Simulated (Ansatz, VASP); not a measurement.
One calculation of Hf2N, two programs

```
Hf N
1.0
     5.31312    0.00000    0.00000
     0.00000    5.31312    0.00000
     0.00000    0.00000    3.24210
Hf N
4 2
Direct
  0.29554 0.29554 0.00000
  0.70446 0.70446 0.00000
  0.79554 0.20446 0.50000
  0.20446 0.79554 0.50000
  0.00000 0.00000 0.00000
  0.50000 0.50000 0.50000
```

Alike in both runs: task single point; functional r2SCAN; k mesh 4 × 4 × 6; occupations gaussian, width 0.2 eV; no spin polarisation.

|  | VASP | Ansatz |
| --- | --- | --- |
| version | VASP 6.6.1 | Ansatz 0.2.0 |
| potentials or method | VASP PAW PBE potentials, release 64 (Hf_pv, N), cutoff 520 eV | scalar-relativistic, plane waves, PAW |
| valence electrons in the cell | 50 | 114 |

Ansatz gave:

```
gap on the k mesh at the Fermi level (eV)                     : none
pressure (GPa)                                                : 1.4
traceless stress, the component that is largest in VASP (GPa) : -0.14
rms of the force components (eV/Å)                            : 0.033
```

Which values does VASP return?

gap on the k mesh at the Fermi level (eV): none; pressure (GPa): -0.1; traceless stress, the component that is largest in VASP (GPa): -0.25; rms of the force components (eV/Å): 0.026.

VASP's potentials were made for PBE, not for r2SCAN. Atom by atom the forces differ by 0.007 eV/Å (rms over components). A gap of «none» marks a metal or a gap that the smearing closes. With one functional, cell and mesh, what is left measures potentials, basis and numerics. VASP's potentials hold 50 valence electrons a cell and Ansatz's 114, so a difference there can come from the potentials and not from the codes.

Neither program's run includes spin-orbit coupling.
